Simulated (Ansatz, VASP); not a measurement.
PtS2: VASP beside Ansatz

The input POSCAR:

```
PtS2
1.0
    3.5535010613      0.0000000000      0.0000000000
   -1.7767505307      3.0774221915      0.0000000000
    0.0000000000      0.0000000000      5.1143042620
Pt S
1 2
Direct
    0.0000000000      0.0000000000      0.0000000000
    0.6666666667      0.3333333333      0.7604658720
    0.3333333333      0.6666666667      0.2395341280
```

The input INCAR.step1:

```
SYSTEM = PtS2
PREC     = Accurate       ! precision mode
ENCUT    = 520            ! plane-wave cutoff, eV
ISMEAR   = -1             ! smearing method
SIGMA    = 0.03           ! smearing width, eV
LREAL    = .False.        ! projectors in reciprocal space
LASPH    = .True.         ! aspherical terms in the spheres
NELM     = 60             ! most SCF steps
NBANDS   = 18             ! bands
GGA      = PE             ! functional
ALGO     = Normal         ! electronic algorithm
EDIFF    = 1E-4           ! SCF threshold, eV
LWAVE    = .True.         ! write WAVECAR
LCHARG   = .False.        ! write CHGCAR
```

The input INCAR.step2:

```
SYSTEM = PtS2
PREC     = Accurate       ! precision mode
ENCUT    = 520            ! plane-wave cutoff, eV
EDIFF    = 1E-6           ! SCF threshold, eV
ISMEAR   = -1             ! smearing method
SIGMA    = 0.03           ! smearing width, eV
LREAL    = .False.        ! projectors in reciprocal space
LASPH    = .True.         ! aspherical terms in the spheres
NELM     = 60             ! most SCF steps
ALGO     = Normal         ! electronic algorithm
ISIF     = 2              ! what is computed and relaxed
LWAVE    = .False.        ! write WAVECAR
LCHARG   = .False.        ! write CHGCAR
METAGGA  = R2SCAN         ! meta-GGA
LMIXTAU  = .True.       
LUSE_VDW = .True.       
IVDW_NL  = 2            
BPARAM   = 11.95        
CPARAM   = 0.0093       
NBANDS   = 18             ! bands
ISTART   = 1
```

File KPOINTS:

```
regular mesh
0
Gamma
  12 12 6
  0 0 0
```

Input for Ansatz:

```yaml
crystal:
  lattice:
    - [3.5535010613, 0.0, 0.0]
    - [-1.7767505307, 3.0774221915, 0.0]
    - [0.0, 0.0, 5.114304262]
  atoms:
    - { symbol: Pt, position: [0.0, 0.0, 0.0] }
    - { symbol: S, position: [0.6666666667, 0.3333333333, 0.760465872] }
    - { symbol: S, position: [0.3333333333, 0.6666666667, 0.239534128] }
kpoints:
  mp_grid: { grid: [12, 12, 6] }
  band_path:
    path:
      - [0.0, 0.0, 0.0]
      - [0.5, 0.0, 0.0]
      - [0.3333333333, 0.3333333333, 0.0]
      - [0.0, 0.0, 0.5]
      - [0.5, 0.0, 0.5]
      - [0.3333333333, 0.3333333333, 0.5]
    npoints: 1
hamiltonian:
  xc: r2scan
  dispersion: rvv10
scf:
  occupations: { method: fermi_dirac, width: 0.03 }
  n_extra_bands: 4
output:
  forces: true
  stress: true
  eigenvalues: true
```

Alike in both runs: task single point; functional r2SCAN; dispersion rVV10; k mesh 12 × 12 × 6; occupations fermi-dirac, width 0.03 eV; no spin polarisation.

|  | VASP | Ansatz |
| --- | --- | --- |
| version | VASP 6.6.1 | Ansatz 0.2.0 |
| potentials or method | VASP PAW PBE potentials, release 64 (Pt, S) | plane waves, PAW |
| plane-wave cutoff (eV) | 520 | 500 |
| valence electrons in the cell | 22 | 30 |

```tsv
	VASP	Ansatz	Ansatz less VASP
pressure (GPa)	0.2	0.0	-0.19
traceless stress, the component that is largest in VASP (GPa)	-0.05	0.04	+0.091
rms of the force components (eV/Å)	0.006	0.000	-0.0058
```

VASP's potentials were made for PBE, not for r2SCAN. Atom by atom the forces differ by 0.006 eV/Å (rms over components). VASP's potentials hold 22 valence electrons a cell and Ansatz's 30, so a difference there can come from the potentials and not from the codes.

Spin-orbit coupling is off throughout.
